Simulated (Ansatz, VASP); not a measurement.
# C: VASP beside Ansatz

```
CELL_PARAMETERS angstrom
1.22246 0.70579 3.32775
-1.22246 0.70579 3.32775
0.00000 -1.41157 3.32775
ATOMIC_POSITIONS crystal
C 0.83339 0.83339 0.83339
C 0.16661 0.16661 0.16661
```

Alike in both runs: functional LDA; k mesh 22 × 22 × 22; occupations fermi-dirac, width 0.08 eV; no spin polarisation.

Ansatz relaxed the structure, and its values are those at the end. VASP's run is a single point on that final structure, the one shown.

```csv
,VASP,Ansatz
version,VASP 6.6.1,Ansatz 0.2.0
potentials or method,"VASP PAW LDA potentials, release 64 (C)","PAW with Ansatz's default frozen-core files, scalar-relativistic"
plane-wave cutoff (eV),520,420
valence electrons in the cell,8,8
```

```tsv
	VASP	Ansatz	Ansatz less VASP
pressure (GPa)	0.8	0.0	-0.82
```

LDA's correlation is that of Perdew and Zunger in VASP and of Perdew and Wang (1992) in Ansatz.
